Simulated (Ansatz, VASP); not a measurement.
**C: VASP beside Ansatz**

Contents of POSCAR:

```
C
1.0
    3.5602834153      0.0000000000      0.0000000000
    0.0000000000     -3.5602834153      0.0000000000
    0.0000000000      0.0000000000     -3.5602834153
C
8
Direct
    0.5000000000      0.0000000000      0.0000000000
    0.0000000000      0.5000000000      0.0000000000
    0.0000000000      0.0000000000      0.5000000000
    0.5000000000      0.5000000000      0.5000000000
    0.7500000000      0.7500000000      0.7500000000
    0.2500000000      0.2500000000      0.7500000000
    0.2500000000      0.7500000000      0.2500000000
    0.7500000000      0.2500000000      0.2500000000
```

Contents of INCAR.step1:

```
ALGO     = Normal         # electronic algorithm
EDIFF    = 1E-5           # SCF threshold, eV
ENCUT    = 910            # plane-wave cutoff, eV
GGA      = PE             # functional
GGA_COMPAT= F            
ISMEAR   = 0              # smearing method
LASPH    = T              # aspherical terms in the spheres
LCHARG   = F              # write CHGCAR
LREAL    = F              # projectors in reciprocal space
LWAVE    = T              # write WAVECAR
NBANDS   = 26             # bands
NELM     = 120            # most SCF steps
PREC     = Accurate       # precision mode
SIGMA    = 0.05           # smearing width, eV
```

Contents of INCAR.step2:

```
ALGO     = Normal         # electronic algorithm
EDIFF    = 1E-6           # SCF threshold, eV
ENCUT    = 910            # plane-wave cutoff, eV
GGA_COMPAT= F            
ISIF     = 2              # what is computed and relaxed
ISMEAR   = 0              # smearing method
ISTART   = 1            
LASPH    = T              # aspherical terms in the spheres
LCHARG   = T              # write CHGCAR
LELF     = T              # ELF
LMIXTAU  = T            
LREAL    = F              # projectors in reciprocal space
LVHAR    = T            
LWAVE    = F              # write WAVECAR
METAGGA  = R2SCAN         # meta-GGA
NBANDS   = 26             # bands
NELM     = 120            # most SCF steps
PREC     = Accurate       # precision mode
SIGMA    = 0.05           # smearing width, eV
```

The input KPOINTS:

```
k-points
0
Gamma
  6 6 6
```

Input for Ansatz:

```yaml
crystal:
  lattice:
    - [3.5602834153, 0.0, 0.0]
    - [0.0, -3.5602834153, 0.0]
    - [0.0, 0.0, -3.5602834153]
  atoms:
    - { symbol: C, position: [0.5, 0.0, 0.0] }
    - { symbol: C, position: [0.0, 0.5, 0.0] }
    - { symbol: C, position: [0.0, 0.0, 0.5] }
    - { symbol: C, position: [0.5, 0.5, 0.5] }
    - { symbol: C, position: [0.75, 0.75, 0.75] }
    - { symbol: C, position: [0.25, 0.25, 0.75] }
    - { symbol: C, position: [0.25, 0.75, 0.25] }
    - { symbol: C, position: [0.75, 0.25, 0.25] }
basis:
  ecutwfc: 500
kpoints:
  mp_grid: { grid: [6, 6, 6] }
hamiltonian:
  xc: r2scan
scf:
  occupations: { method: gaussian, width: 0.05 }
output:
  forces: true
  stress: true
  eigenvalues: true
```

Alike in both runs: task single point; functional r2SCAN; k mesh 6 × 6 × 6; occupations gaussian, width 0.05 eV; no spin polarisation.

```csv
,VASP,Ansatz
version,VASP 6.6.1,Ansatz 0.2.0
potentials or method,"VASP PAW PBE potentials, release 64 (C_h), cutoff 910 eV","scalar-relativistic, plane waves, PAW"
valence electrons in the cell,32,32
```

VASP gave:

* gap on the k mesh at the Fermi level (eV): 4.39
* least direct gap on the mesh (eV): 5.04

Estimate Ansatz's values.

gap on the k mesh at the Fermi level (eV): 4.39; least direct gap on the mesh (eV): 5.03.

VASP's potentials were made for PBE, not for r2SCAN.

Noted on VASP's run: the cutoff is short for stress, so the pressure is rough.
